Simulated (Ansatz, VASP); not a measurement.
**TePb in VASP and in Ansatz**

```
CELL_PARAMETERS angstrom
0.02719 3.66868 3.66868
3.66868 0.02719 3.66868
3.66868 3.66868 0.02719
ATOMIC_POSITIONS crystal
Pb 0.00070 0.00070 0.00070
Te 0.24930 0.24930 0.24930
```

Change from the starting cell: shear_111 strain +1.1%.

Alike in both runs: task single point; functional r2SCAN; k mesh 6 × 6 × 6; no spin polarisation.

|  | VASP | Ansatz |
| --- | --- | --- |
| version | VASP 6.6.1 | Ansatz 0.2.0 |
| potentials or method | VASP PAW PBE potentials, release 64 (Pb_d, Te) | plane waves, PAW |
| plane-wave cutoff (eV) | 520 | 500 |
| occupations | gaussian, width 0.01 eV | fixed |
| valence electrons in the cell | 20 | 30 |

|  | VASP | Ansatz | Ansatz less VASP |
| --- | --- | --- | --- |
| gap on the k mesh at the Fermi level (eV) | 0.93 | 0.93 | +0.003 |
| pressure (GPa) | -0.3 | -0.3 | +0.01 |

VASP's potentials were made for PBE, not for r2SCAN. VASP's potentials hold 20 valence electrons a cell and Ansatz's 30, so a difference there can come from the potentials and not from the codes.

Spin-orbit coupling is off throughout.
